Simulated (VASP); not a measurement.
Wanted: the native input for a VASP 6.6.1 run.

* Task: single point
* Functional: PBEsol
* Potentials or basis: VASP PAW PBE potentials, release 64 (Ba_sv, F)
* Cutoff: 600 eV
* k mesh: 6 × 6 × 6
* Occupations: methfessel-paxton, width 0.001 eV
* Spin: no spin polarisation
* Dipole correction: no
* Further INCAR settings: ALGO = Normal; EDIFF = 1e-06; NBANDS = 19

The structure of BaF2 lies in POSCAR:

```
BaF2
1.0
    0.0000000000      3.0971612425      3.0971612425
    3.0971612425      0.0000000000      3.0971612425
    3.0971612425      3.0971612425      0.0000000000
Ba F
1 2
Direct
    0.0000000000      0.0000000000      0.0000000000
    0.2500000000      0.2500000000      0.2500000000
    0.7500000000      0.7500000000      0.7500000000
```

One way to write it, as run:

INCAR

```
ALGO = Normal
EDIFF = 1E-6
ENCUT = 600
GGA = PS
GGA_COMPAT = F
ISIF = 2
ISMEAR = 1
LASPH = T
LCHARG = F
LREAL = F
LWAVE = F
NBANDS = 19
NELM = 120
PREC = Accurate
SIGMA = 0.001
```

KPOINTS

```
k-points
0
Gamma
  6 6 6
```

Potentials or basis: VASP PAW PBE potentials, release 64 (Ba_sv, F).

Run with:

```bash
$ cat potpaw_PBE.64/Ba_sv/POTCAR potpaw_PBE.64/F/POTCAR > POTCAR
$ mpirun -np 1 vasp_std > vasp.out
```

It gave:

The pressure is -0.5 GPa. The band gap on the k mesh is 6.65 eV (least direct gap 6.72 eV).

Caveat: the PAW data sets were made with another functional, which shifts forces and pressure a little; spin-orbit coupling is left out, which moves the levels of the heavy elements.

Run time: 40 s on 1 thread of Intel Xeon 8259CL, on a shared host, peak memory 0.21 GiB.
